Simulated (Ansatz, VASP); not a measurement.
## Sc in VASP and in Ansatz

File INCAR:

```
ALGO = Fast
EDIFF = 1E-6
ENCUT = 520
GGA = PS
ISIF = 2
ISMEAR = -1
LASPH = T
LCHARG = T
LELF = T
LREAL = F
LVHAR = T
LWAVE = F
NBANDS = 18
NELM = 60
PREC = Accurate
SIGMA = 0.05
```

File KPOINTS:

```
k-points
0
Gamma
  9 9 5
```

File POSCAR:

```
Sc
1.0
    3.3090000000      0.0000000000      0.0000000000
   -1.6545000000      2.8656780611      0.0000000000
    0.0000000000      0.0000000000      5.2733000000
Sc
2
Direct
    0.6691860000      0.3239330000      0.7463070000
    0.3351240000      0.6657790000      0.2468990000
```

The input input.yaml:

```yaml
crystal:
  lattice:
    - [3.309, 0.0, 0.0]
    - [-1.6545, 2.8656780611, 0.0]
    - [0.0, 0.0, 5.2733]
  atoms:
    - { symbol: Sc, position: [0.669186, 0.323933, 0.746307] }
    - { symbol: Sc, position: [0.335124, 0.665779, 0.246899] }
kpoints:
  mp_grid: { grid: [9, 9, 5] }
scf:
  occupations: { method: fermi_dirac, width: 0.05 }
hamiltonian:
  xc: pbesol
  pseudopotentials: { kind: all_electron, lapw: { basis_error: 0.001 } }
output:
  forces: true
  stress: true
  eigenvalues: true
  populations: true
```

Change from the starting cell: atoms moved at random, drawn with an rms of 0.05 Å.

Alike in both runs: task single point; functional PBEsol; k mesh 9 × 9 × 5; occupations fermi-dirac, width 0.05 eV; no spin polarisation.

|  | VASP | Ansatz |
| --- | --- | --- |
| version | VASP 6.6.1 | Ansatz 0.2.0 |
| potentials or method | VASP PAW PBE potentials, release 64 (Sc_sv), cutoff 520 eV | all-electron LAPW, scalar-relativistic |

Ansatz gave:

```
gap on the k mesh at the Fermi level (eV)                     : none
pressure (GPa)                                                : -2.8
traceless stress, the component that is largest in VASP (GPa) : -1.04
rms of the force components (eV/Å)                            : 0.022
```

Problem. What did VASP give for the same quantities?

Solution. gap on the k mesh at the Fermi level (eV): none; pressure (GPa): -2.8; traceless stress, the component that is largest in VASP (GPa): -1.03; rms of the force components (eV/Å): 0.022.

VASP's potentials were made for PBE, not for PBEsol. Atom by atom the forces differ by 0.000 eV/Å (rms over components). A gap of «none» marks a metal or a gap that the smearing closes. Ansatz ran all-electron here, and VASP with PAW potentials.
